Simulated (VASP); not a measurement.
The system is Sb2S.

```
Sb S
1.0
     3.33691    0.00000    0.00000
    -1.66846    2.88985    0.00000
     0.00000    0.00000    8.16818
Sb S
2 1
Direct
  0.00000 0.00000 0.18968
  0.00000 0.00000 0.81032
  0.00000 0.00000 0.50000
```

The cell was generated, and may not be a known phase.

```yaml
Program: VASP 6.6.1
Task: relaxation of cell and atoms
Functional: PBE
Potentials_or_basis: VASP PAW PBE potentials, release 64 (Sb, S)
Cutoff: 600 eV
k_mesh: 18 × 18 × 6
Occupations: gaussian, width 0.1 eV
Spin: no spin polarisation
```

At the start: pressure -0.0 GPa; volume 26.26 Å³/atom.

Task: Where does the relaxation end?

Result: Over 8 steps the energy falls by 4.8 meV/atom and the volume is 26.34 Å³/atom (+0.3 %); space group P6/mmm (No. 191, to 0.1 Å) before and after.

Step by step:
| step | energy change (eV) | largest force (eV/Å) | pressure (GPa) | volume (Å³) |
| --- | --- | --- | --- | --- |
| 1 | 0.0000 | 0.2771 | -0.05 | 78.77 |
| 2 | -0.0087 | 0.1695 | -0.06 | 78.68 |
| 3 | -0.0135 | 0.0504 | -0.01 | 78.54 |
| 4 | -0.0141 | 0.0236 | 0.16 | 78.51 |
| 5 | -0.0141 | 0.0168 | 0.20 | 78.50 |
| 6 | -0.0144 | 0.0168 | 0.02 | 78.86 |
| 7 | -0.0145 | 0.0172 | -0.05 | 79.01 |
| 8 | -0.0145 | 0.0084 | -0.01 | 79.01 |

Final structure:
```
Sb S
1.0
     3.32335    0.00000    0.00000
    -1.66167    2.87810    0.00000
     0.00000    0.00000    8.26065
Sb S
2 1
Direct
  0.00000 0.00000 0.19506
  0.00000 0.00000 0.80494
  0.00000 0.00000 0.50000
```
